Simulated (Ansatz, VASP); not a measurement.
Two plane-wave programs on BAs

```
CELL_PARAMETERS angstrom
0.00000 2.31437 2.31437
2.31437 0.00000 2.31437
2.31437 2.31437 0.00000
ATOMIC_POSITIONS crystal
B 0.00000 0.00000 0.00000
As 0.25000 0.25000 0.25000
```

Change from the starting cell: hydrostatic strain -3.2%.

Alike in both runs: task single point; functional HSE06; k mesh 6 × 6 × 6; no spin polarisation.

```csv
,VASP,Ansatz
version,VASP 6.6.1,Ansatz 0.2.0
potentials or method,"VASP PAW PBE potentials, release 64 (B, As)","plane waves, PAW"
plane-wave cutoff (eV),520,420
occupations,"gaussian, width 0.01 eV",fixed
valence electrons in the cell,8,18
```

```tsv
	VASP	Ansatz	Ansatz less VASP
gap on the k mesh at the Fermi level (eV)	1.87	1.86	-0.005
pressure (GPa)	16.0	16.0	-0.03
```

VASP's potentials hold 8 valence electrons a cell and Ansatz's 18, so a difference there can come from the potentials and not from the codes. Ansatz's warnings: stress exchange threshold loose, stress scf threshold loose.
